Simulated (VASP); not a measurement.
Al:

```
CELL_PARAMETERS angstrom
4.58019 0.00000 0.00000
-2.29010 3.96656 0.00000
0.00000 0.00000 2.72692
ATOMIC_POSITIONS crystal
Al 0.33333 0.66667 0.00000
Al 0.66667 0.33333 0.00000
```

* Program: VASP 6.6.1
* Task: relaxation of cell and atoms
* Functional: PBE
* Potentials or basis: VASP PAW PBE potentials, release 64 (Al)
* Cutoff: 600 eV
* k mesh: 15 × 15 × 20
* Occupations: gaussian, width 0.1 eV
* Spin: no spin polarisation

At the start: pressure -0.2 GPa; volume 24.77 Å³/atom.

**Question.** Where does the relaxation end?

**Answer.** Over 3 steps the energy falls by 2.0 meV/atom and the volume is 24.66 Å³/atom (-0.5 %); space group P6/mmm (No. 191, to 0.05 Å).

The path:
```tsv
step	energy change (eV)	largest force (eV/Å)	pressure (GPa)	volume (Å³)
1	0.0000	0.0000	-0.18	49.54
2	-0.0040	0.0000	-0.06	49.34
3	-0.0040	0.0000	-0.04	49.31
```

Final structure:
```yaml
crystal:
  lattice:
    - [4.54653, 0.00000, 0.00000]
    - [-2.27326, 3.93741, 0.00000]
    - [0.00000, 0.00000, 2.75474]
  atoms:
    - { symbol: Al, position: [0.33333, 0.66667, 0.00000] }
    - { symbol: Al, position: [0.66667, 0.33333, 0.00000] }
```
